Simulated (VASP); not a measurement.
# CdTe (Fm-3m) in VASP: a series of runs, part 3 of 3

VASP 6.6.1. Earlier steps stand in the parts before.

**6. Electric field gradients, r2SCAN (30.57 Å³/atom)**

This run uses another cell than the first one, of 30.57 Å³/atom.

POSCAR reads:

```
CdTe
1.0
    0.0000000000      3.1267079752      3.1267079752
    3.1267079752      0.0000000000      3.1267079752
    3.1267079752      3.1267079752      0.0000000000
Cd Te
1 1
Direct
    0.0000000000      0.0000000000      0.0000000000
    0.5000000000      0.5000000000      0.5000000000
```

INCAR.step1 reads:

```
PREC = Accurate
ENCUT = 520
ISMEAR = -1
SIGMA = 0.03
LREAL = F
LASPH = T
NELM = 80
NBANDS = 16
GGA = PE
ALGO = Normal
EDIFF = 1E-4
LWAVE = T
LCHARG = F
```

INCAR.step2 reads:

```
PREC = Accurate
ENCUT = 520
EDIFF = 1E-8
ISMEAR = -1
SIGMA = 0.03
LREAL = F
LASPH = T
NELM = 80
ALGO = Normal
ISIF = 2
LWAVE = F
LCHARG = F
METAGGA = R2SCAN
LMIXTAU = T
LEFG = T
NBANDS = 16
ISTART = 1
```

KPOINTS reads:

```
Automatic mesh
0
Gamma
  10 10 10
```

Potentials or basis: VASP PAW PBE potentials, release 64 (Cd, Te).

Run with:

```bash
$ cat potpaw_PBE.64/Cd/POTCAR potpaw_PBE.64/Te/POTCAR > POTCAR
$ cp INCAR.step1 INCAR
$ mpirun -np 1 vasp_std > vasp.out
$ cp INCAR.step2 INCAR
$ mpirun -np 1 vasp_std > vasp.out
```

OUTCAR:

```text
PREC = Accurate
   ENCUT = 520
   EDIFF = 1E-8
   ISMEAR = -1
   LREAL = F
   LASPH = T
   NELM = 80
   ISIF = 2
   METAGGA = R2SCAN
   ISTART = 1

 ion  position               nearest neighbor table
   1  0.000  0.000  0.000-   2 3.13   2 3.13   2 3.13   2 3.13   2 3.13   2 3.13
   2  0.500  0.500  0.500-   1 3.13   1 3.13   1 3.13   1 3.13   1 3.13   1 3.13

  LATTYP: Found a face centered cubic cell.
 ALAT       =     6.2534159504

  Lattice vectors:

 A1 = (   0.0000000000,   3.1267079752,   3.1267079752)
 A2 = (   3.1267079752,   0.0000000000,   3.1267079752)
 A3 = (   3.1267079752,   3.1267079752,   0.0000000000)

Analysis of symmetry for initial positions (statically):
=====================================================================
 Subroutine PRICEL returns:
 Original cell was already a primitive cell.

 Routine SETGRP: Setting up the symmetry group for a
 face centered cubic supercell.

[... 645 lines left out ...]
      direct lattice vectors                 reciprocal lattice vectors
     0.000000000  3.126707975  3.126707975    -0.159912599  0.159912599  0.159912599
     3.126707975  0.000000000  3.126707975     0.159912599 -0.159912599  0.159912599
     3.126707975  3.126707975  0.000000000     0.159912599  0.159912599 -0.159912599

 POSITION                                       TOTAL-FORCE (eV/Angst)
 -----------------------------------------------------------------------------------
      0.00000      0.00000      0.00000         0.000000     -0.000000      0.000000
      3.12671      3.12671      3.12671        -0.000000      0.000000     -0.000000
 -----------------------------------------------------------------------------------
    total drift:                               -0.000000      0.000000      0.000000

  FREE ENERGIE OF THE ION-ELECTRON SYSTEM (eV)
  ---------------------------------------------------
  free  energy   TOTEN  =       -46.2526339630 eV

  energy  without entropy=      -46.2497988009  energy(sigma->0) =      -46.25121638

 Electric field gradients (V/A^2)
---------------------------------------------------------------------
 ion       V_xx      V_yy      V_zz      V_xy      V_xz      V_yz
---------------------------------------------------------------------
   1       0.000    -0.000    -0.000    -0.001    -0.001    -0.001
   2       0.000     0.000     0.000     0.000     0.000     0.000
---------------------------------------------------------------------

 Electric field gradients after diagonalization (V/A^2)
 (convention: |V_zz| > |V_xx| > |V_yy|)
----------------------------------------------------------------------
 ion       V_xx      V_yy      V_zz     asymmetry (V_yy - V_xx)/ V_zz
----------------------------------------------------------------------
   1       0.001     0.001    -0.003       0.000
   2      -0.000    -0.000     0.000       0.000
----------------------------------------------------------------------

           NMR quadrupolar parameters

 Cq : quadrupolar parameter    Cq=e*Q*V_zz/h
 eta: asymmetry parameters     (V_yy - V_xx)/ V_zz
 Q  : nuclear electric quadrupole moment in mb (millibarn)
----------------------------------------------------------------------
 ion       Cq(MHz)       eta       Q (mb)
----------------------------------------------------------------------
   1      -0.000       0.000       1.000
   2       0.000       0.000       1.000
----------------------------------------------------------------------
```

Run time: 2.2 min. Hardware: 1 thread of Intel Xeon Platinum 8488C (Sapphire Rapids), shared host; peak memory 0.24 GiB.

Results:

```
Free energy                             : -46.2526 eV
Pressure                                : -3.5 GPa
Band gap on the k mesh                  : zero (bands 9 and 10 overlap by 0.95 eV)
Largest electric field gradient by atom : under 0.05 V/Å² on every atom
```

Levels at points of the mesh, in eV from the Fermi level:
| k point | band 6 | band 7 | band 8 | band 9 | band 10 | band 11 | band 12 | band 13 |
| --- | --- | --- | --- | --- | --- | --- | --- | --- |
| (0.00, 0.00, 0.00) | -8.47 | -0.40 | -0.40 | -0.40 | 0.57 | 7.53 | 7.53 | 7.53 |
| (0.50, 0.00, 0.00) | -8.41 | -4.82 | -0.06 | -0.06 | 3.26 | 4.45 | 4.45 | 4.83 |
| (0.50, 0.50, 0.00) | -7.77 | -3.74 | -1.86 | -1.86 | -0.91 | 4.75 | 9.47 | 9.47 |

Caveat: the cell stands under tension; the PAW data sets were made with another functional, which shifts forces and pressure a little; spin-orbit coupling is left out, which moves the levels of the heavy elements.

**7. The runs side by side**

| cell | gap on the mesh (eV) | pressure (GPa) |
| --- | --- | --- |
| a = 4.249 Å, angles 60.0°, 2 atoms | none | 2.3 |
| a = 4.293 Å, angles 60.0°, 2 atoms | none | 0.5 |
| a = 4.337 Å, angles 60.0°, 2 atoms | none | -1.1 |
| a = 4.380 Å, angles 60.0°, 2 atoms | none | -2.4 |
| a = 4.422 Å, angles 60.0°, 2 atoms | none | -3.5 |

Alike in all rows: task electric field gradients; level r2SCAN; potentials or basis VASP PAW PBE potentials, release 64 (Cd, Te); no spin polarisation; k mesh 10 × 10 × 10; cutoff (eV) 520; smearing fermi-dirac 0.03 eV.

Caveats: the PAW data sets were made with another functional, which shifts forces and pressure a little; spin-orbit coupling is left out, which moves the levels of the heavy elements; the cell stands under tension (at least some runs).

Total energies depend on the potentials used, so only differences within one code and one set of settings carry meaning.
